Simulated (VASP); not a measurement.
# W (Im-3m) in VASP: notebook

W is run at these levels: PBE+D3(BJ); tasks: relaxation of cell and atoms, single point.

Program: VASP 6.6.1. These are calculated values, not measurements. Logs are shortened: lines on timing, memory, paths and dates and some standing lists are left out, and cuts for length are marked.

**1. The cell of the first run**

Symmetry: Im-3m, No. 229, cubic system. The conventional cell has a = 3.201 Å, b = 3.201 Å, c = 3.201 Å, α = 90.00°, β = 90.00°, γ = 90.00°. W (site symmetry m-3m) has 14 W at 2.77 to 3.20 Å within 3.7 Å.

**2. Relaxation of cell and atoms, PBE+D3(BJ)**

Input file INCAR:

```
  ALGO = Normal
  EDIFF = 1E-6
  EDIFFG = -0.05
  ENCUT = 600
  GGA = PE
  IBRION = 2
  ISIF = 3
  ISMEAR = 0
  IVDW = 12
  LASPH = T
  LCHARG = F
  LREAL = F
  LWAVE = F
  NELM = 100
  NSW = 100
  PREC = Accurate
  SIGMA = 0.1
```

Input file KPOINTS:

```
k-points
0
Gamma
  8 8 8
```

Input file POSCAR:

```
W
1.0
   -1.6007500000      1.6007500000      1.6007500000
    1.6007500000     -1.6007500000      1.6007500000
    1.6007500000      1.6007500000     -1.6007500000
W
1
Direct
    0.0000000000      0.0000000000      0.0000000000
```

Potentials or basis: VASP PAW PBE potentials, release 64 (W_sv).

Started as:

```sh
cat potpaw_PBE.64/W_sv/POTCAR > POTCAR
mpirun -np 1 vasp_std > vasp.out
```

OUTCAR:

```text
EDIFF = 1E-6
   EDIFFG = -0.05
   ENCUT = 600
   GGA = PE
   IBRION = 2
   ISIF = 3
   ISMEAR = 0
   IVDW = 12
   LASPH = T
   LREAL = F
   NELM = 100
   NSW = 100
   PREC = Accurate
 IVDW          = 12

 ion  position               nearest neighbor table
   1  0.000  0.000  0.000-

  LATTYP: Found a body centered cubic cell.
 ALAT       =     3.2015000000

  Lattice vectors:

 A1 = (  -1.6007500000,   1.6007500000,   1.6007500000)
 A2 = (   1.6007500000,  -1.6007500000,   1.6007500000)
 A3 = (   1.6007500000,   1.6007500000,  -1.6007500000)

Analysis of symmetry for initial positions (statically):
=====================================================================
 Subroutine PRICEL returns:
 Original cell was already a primitive cell.

 Routine SETGRP: Setting up the symmetry group for a
 body centered cubic supercell.

 Subroutine GETGRP returns: Found 48 space group operations
 (whereof 48 operations were pure point group operations)
 out of a pool of 48 trial point group operations.

The static configuration has the point symmetry O_h .

Analysis of symmetry for dynamics (positions and initial velocities):
=====================================================================
 Subroutine PRICEL returns:
 Original cell was already a primitive cell.

 Routine SETGRP: Setting up the symmetry group for a
 body centered cubic supercell.

 Subroutine GETGRP returns: Found 48 space group operations
 (whereof 48 operations were pure point group operations)
 out of a pool of 48 trial point group operations.

The dynamic configuration has the point symmetry O_h .

 Subroutine INISYM returns: Found 48 space group operations
 (whereof 48 operations are pure point group operations),
 and found     1 'primitive' translations

----------------------------------------------------------------------------------------

                                     Primitive cell

  volume of cell :      16.4071

  direct lattice vectors                    reciprocal lattice vectors
    -1.600750000  1.600750000  1.600750000     0.000000000  0.312353584  0.312353584
     1.600750000 -1.600750000  1.600750000     0.312353584  0.000000000  0.312353584
     1.600750000  1.600750000 -1.600750000     0.312353584  0.312353584  0.000000000

  length of vectors
     2.772580330  2.772580330  2.772580330     0.441734675  0.441734675  0.441734675

  position of ions in fractional coordinates (direct lattice)
     0.000000000  0.000000000  0.000000000

  ion indices of the primitive-cell ions
   primitive index   ion index
                 1           1

----------------------------------------------------------------------------------------

 KPOINTS: k-points

Automatic generation of k-mesh.
 Grid dimensions read from file:
[... 64 lines left out ...]
   NELM   =    100;   NELMIN=  2; NELMDL= -5     # of ELM steps
   EDIFF  = 0.1E-05   stopping-criterion for ELM
   LREAL  =      F    real-space projection
   EDIFFG = -.5E-01   stopping-criterion for IOM
   NSW    =    100    number of steps for IOM
   IBRION =      2    ionic relax: 0-MD 1-quasi-New 2-CG
   NFREE  =      1    steps in history (QN), initial steepest desc. (CG)
   ISIF   =      3    stress and relaxation
   ISYM   =      2    0-nonsym 1-usesym 2-fastsym
   POTIM  = 0.5000    time-step for ionic-motion
   TEBEG  =    0.0;   TEEND  =   0.0 temperature during run
   PSTRESS=    0.0 pullay stress
   NELECT =      14.0000    total number of electrons
   NUPDOWN=      -1.0000    fix difference up-down
   EMIN   =  10.00;   EMAX   =-10.00  energy-range for DOS
   EFERMI =   0.00;   METHOD = LEGACY
   ISMEAR =     0;   SIGMA  =   0.10  broadening in eV -4-tet -1-fermi 0-gaus
   EFERMI_NEDOS =   21; number of points for ismear=-14 and -15
   IALGO  =     38    algorithm
   IMIX   =      4    mixing-type and parameters
     AMIX     =   0.40;   BMIX     =  1.00
     AMIX_MAG =   1.60;   BMIX_MAG =  1.00
  volume/ion in A,a.u.               =      16.41       110.72
  Fermi-wavevector in a.u.,A,eV,Ry     =   1.552771  2.934311 32.804965  2.411097
  Thomas-Fermi vector in A             =   2.657098
   LORBIT       =      0    0 simple, 1 ext, 2 COOP (PROOUT), +10 PAW based schemes
   GGA     = PE    functional components
   LHFCALC =     F    Hartree Fock is set to
   AEXX    =    0.0000 exact exchange contribution
   IVDW    =    12    specifies the selected vdW correction
   LEPSILON=     F    determine dielectric tensor
   LRPA    =     F    only Hartree local field effects (RPA)
 conjugate gradient relaxation of ions
 non-spin polarized calculation
 Gauss-broadening in eV      SIGMA  =   0.10
  energy-cutoff  :      600.00
  volume of cell :       16.41
 maximum number of plane-waves:       559
 NGX is ok and might be reduce to    24
   NGX = 11   NGY = 11   NGZ = 11

--------------------------------------- Ionic step        1  -------------------------------------------

 number of electron      14.0000002 magnetization

 Free energy of the ion-electron system (eV)
  ---------------------------------------------------
  ext. energy  EPLUGINS =         0.00000000
  ---------------------------------------------------
  free energy    TOTEN  =       -12.95337240 eV

  energy without entropy =      -12.95337059  energy(sigma->0) =      -12.95337149

------------------------ aborting loop because EDIFF is reached ----------------------------------------

 Edisp (eV)   -0.67095

 E8    (eV) :    -0.3439
[... 108 lines left out ...]
--------------------------------------- Ionic step        4  -------------------------------------------

 number of electron      14.0000001 magnetization

 Free energy of the ion-electron system (eV)
  ---------------------------------------------------
  ext. energy  EPLUGINS =         0.00000000
  ---------------------------------------------------
  free energy    TOTEN  =       -12.94852338 eV

  energy without entropy =      -12.94852194  energy(sigma->0) =      -12.94852266

 E-fermi :  11.2487     XC(G=0): -13.6504

 val. band max:       10.9645644608   @ k =   0.1250   0.0000   0.0000
 cond. band min:      11.5357485482   @ k =  -0.2500   0.2500   0.1250
 fundamental gap:      0.5711840874
 Fermi energy:        11.2486789291

 k-point     1 :       0.0000    0.0000    0.0000
  band No.  band energies     occupation
      1     -62.7100      2.00000
      2     -26.2693      2.00000
      3     -26.2693      2.00000
      4     -26.2693      2.00000
      5       1.8226      2.00000
      6      10.2398      2.00000
      7      10.2398      2.00000
      8      10.2398      2.00000
      9      13.7358      0.00000
     10      13.7358      0.00000
     11      25.9897      0.00000
[... 309 lines left out ...]
 k-point    24 :      -0.3750    0.3750    0.2500
  band No.  band energies     occupation
      1     -62.5420      2.00000
      2     -27.2373      2.00000
      3     -26.8743      2.00000
      4     -26.7538      2.00000
      5       6.9149      2.00000
      6       7.6367      2.00000
      7      10.9416      1.99999
      8      11.7404      0.00000
      9      15.2101      0.00000
     10      15.8757      0.00000
     11      25.1963      0.00000

 [... further k-points ...]

------------------------ aborting loop because EDIFF is reached ----------------------------------------

 Edisp (eV)   -0.69656

 E8    (eV) :    -0.3571
[... 24 lines left out ...]
  FREE ENERGIE OF THE ION-ELECTRON SYSTEM (eV)
  ---------------------------------------------------
  free  energy   TOTEN  =       -13.6450795941 eV

  energy  without entropy=      -13.6450781604  energy(sigma->0) =      -13.64507888

 reached required accuracy - stopping structural energy minimisation
```

Wall time 32 s (1 thread of Intel Xeon 6975P-C, shared host); peak memory 0.16 GiB.

What came out:

| Item | Value |
| --- | --- |
| Free energy | -13.6451 eV |
| Relaxed volume | 15.82 Å³/atom |
| Relaxed cell | a = 2.739 Å, b = 2.739 Å, c = 2.739 Å, α = 109.47°, β = 109.47°, γ = 109.47° |
| Space group after relaxing (to 0.05 Å) | Im-3m (No. 229) |
| Energy gained by relaxing | 20.8 meV/atom |
| Ionic steps | 4 |
| Pressure after relaxing | -0.1 GPa |
| Band gap on the k mesh | zero (band 7 reaches 16.65 eV, above the bottom of band 8 at 10.24 eV) |
| Dispersion energy per atom | -0.697 eV |

The path:
```tsv
step	energy change (eV)	largest force (eV/Å)	pressure (GPa)	volume (Å³)
1	0.0000	0.0000	-10.96	16.41
2	0.2820	0.0000	56.22	13.88
3	-0.0207	0.0000	-0.71	15.85
4	-0.0208	0.0000	-0.08	15.82
```

Final structure:
```
W
1.0
    -1.58156    1.58156    1.58156
     1.58156   -1.58156    1.58156
     1.58156    1.58156   -1.58156
W
1
Direct
  0.00000 0.00000 0.00000
```

Levels at points of the mesh, in eV from the Fermi level:
```
           k point  band 4  band 5  band 6  band 7  band 8  band 9  band 10  band 11
(0.00, 0.00, 0.00)  -37.52   -9.43   -1.01   -1.01   -1.01    2.49     2.49    14.74
(0.50, 0.00, 0.00)  -37.53   -6.07   -3.35    0.90    2.38    3.36     6.39    11.71
(0.50, 0.50, 0.50)  -38.42   -5.63   -5.63    5.40    5.40    5.40     8.48     8.48
```

Caveat: spin-orbit coupling is left out, which moves the levels of the heavy elements; pairwise dispersion overbinds metals, which lowers pressure and volume.

**3. Single point, PBE+D3(BJ)**

This run uses another cell than the first one, of 15.77 Å³/atom, 0.961 times its volume.

Input file INCAR:

```
PREC = Accurate ; ENCUT = 520
EDIFF = 1E-7 ; ISMEAR = 0
SIGMA = 0.1 ; LREAL = False
LASPH = True ; NELM = 100
ALGO = Normal ; ISIF = 2
LWAVE = False ; LCHARG = False
GGA = PE ; IVDW = 12
NBANDS = 13
```

Input file KPOINTS:

```
Automatic mesh
0
Gamma
  18 18 18
```

Input file POSCAR:

```
W
1.0
   -1.5797650680      1.5797650680      1.5797650680
    1.5797650680     -1.5797650680      1.5797650680
    1.5797650680      1.5797650680     -1.5797650680
W
1
Direct
    0.0000000000      0.0000000000      0.0000000000
```

Potentials or basis: VASP PAW PBE potentials, release 64 (W_sv).

Started as:

```sh
cat potpaw_PBE.64/W_sv/POTCAR > POTCAR
mpirun -np 1 vasp_std > vasp.out
```

Run time: 53 s. Hardware: 1 thread of Intel Xeon 6975P-C, shared host; peak memory 0.16 GiB.

The run converged. Its results:

```yaml
Free_energy: -13.6406 eV
Pressure: 0.5 GPa
Band_gap_on_the_k_mesh: zero (band 7 reaches 16.73 eV, above the bottom of band 8 at 10.28 eV)
Dispersion_energy_per_atom: -0.699 eV
```

Levels at points of the mesh, in eV from the Fermi level:
```
           k point  band 4  band 5  band 6  band 7  band 8  band 9  band 10  band 11
(0.00, 0.00, 0.00)  -37.72   -9.66   -1.23   -1.23   -1.23    2.28     2.28    14.53
(0.50, 0.00, 0.00)  -37.73   -6.31   -3.59    0.70    2.18    3.16     6.20    11.17
(0.50, 0.50, 0.50)  -38.64   -5.87   -5.87    5.21    5.21    5.21     8.29     8.29
```

Caveat: spin-orbit coupling is left out, which moves the levels of the heavy elements; pairwise dispersion overbinds metals, which lowers pressure and volume.

**4. Relaxation of cell and atoms, PBE+D3(BJ)**

This run uses another cell than the first one, of 15.78 Å³/atom, 0.962 times its volume.

Input file INCAR:

```
  PREC = Accurate
  ENCUT = 600
  EDIFF = 1E-6
  ISMEAR = 0
  SIGMA = 0.1
  LREAL = F
  LASPH = T
  NELM = 100
  ALGO = Normal
  ISIF = 3
  LWAVE = F
  LCHARG = F
  GGA = PE
  IVDW = 12
  IBRION = 2
  NSW = 100
  EDIFFG = -0.002
```

KPOINTS is that of step 3.

Input file POSCAR:

```
W
1.0
   -1.5802495554      1.5802495554      1.5802495554
    1.5802495554     -1.5802495554      1.5802495554
    1.5802495554      1.5802495554     -1.5802495554
W
1
Direct
    0.0000000000      0.0000000000      0.0000000000
```

Started as:

```sh
cat potpaw_PBE.64/W_sv/POTCAR > POTCAR
mpirun -np 1 vasp_std > vasp.out
```

Wall time 97 s (1 thread of Intel Xeon 6975P-C, shared host); peak memory 0.19 GiB.

It converged, with:

```yaml
Free_energy: -13.6409 eV
Relaxed_volume: 15.80 Å³/atom
Relaxed_cell: a = 2.738 Å, b = 2.738 Å, c = 2.738 Å, α = 109.47°, β = 109.47°, γ = 109.47°
Space_group_after_relaxing_to_0.05_Å: Im-3m (No. 229)
Energy_gained_by_relaxing: 0.0 meV/atom
Ionic_steps: 3
Pressure_after_relaxing: 0.0 GPa
Band_gap_on_the_k_mesh: zero (band 7 reaches 16.69 eV, above the bottom of band 8 at 10.26 eV)
Dispersion_energy_per_atom: -0.698 eV
```

Final structure:
```
W
1.0
    -1.58071    1.58071    1.58071
     1.58071   -1.58071    1.58071
     1.58071    1.58071   -1.58071
W
1
Direct
  0.00000 0.00000 0.00000
```

Levels at points of the mesh, in eV from the Fermi level:
```tsv
k point	band 4	band 5	band 6	band 7	band 8	band 9	band 10	band 11
(0.00, 0.00, 0.00)	-37.73	-9.65	-1.23	-1.23	-1.23	2.27	2.27	14.53
(0.50, 0.00, 0.00)	-37.74	-6.29	-3.58	0.69	2.17	3.15	6.19	11.14
(0.50, 0.50, 0.50)	-38.64	-5.86	-5.86	5.20	5.20	5.20	8.28	8.28
```

Caveat: spin-orbit coupling is left out, which moves the levels of the heavy elements; pairwise dispersion overbinds metals, which lowers pressure and volume.

**5. Summary**

| task | cell | k mesh | cutoff (eV) | gap on the mesh (eV) | pressure (GPa) | relaxed volume (Å³/atom) |
| --- | --- | --- | --- | --- | --- | --- |
| relaxation of cell and atoms | relaxed from a = 2.773 Å, angles 109.5°, 1 atom | 8 × 8 × 8 | 600 | none | -0.1 | 15.82 |
| single point | a = 2.736 Å, angles 109.5°, 1 atom | 18 × 18 × 18 | 520 | none | 0.5 | - |
| relaxation of cell and atoms | relaxed from a = 2.737 Å, angles 109.5°, 1 atom | 18 × 18 × 18 | 600 | none | 0.0 | 15.80 |

Alike in all rows: level PBE+D3(BJ); potentials or basis VASP PAW PBE potentials, release 64 (W_sv); no spin polarisation; smearing gaussian 0.1 eV.

Caveats: spin-orbit coupling is left out, which moves the levels of the heavy elements; pairwise dispersion overbinds metals, which lowers pressure and volume.

Absolute energies hang on the potentials; compare differences alone.
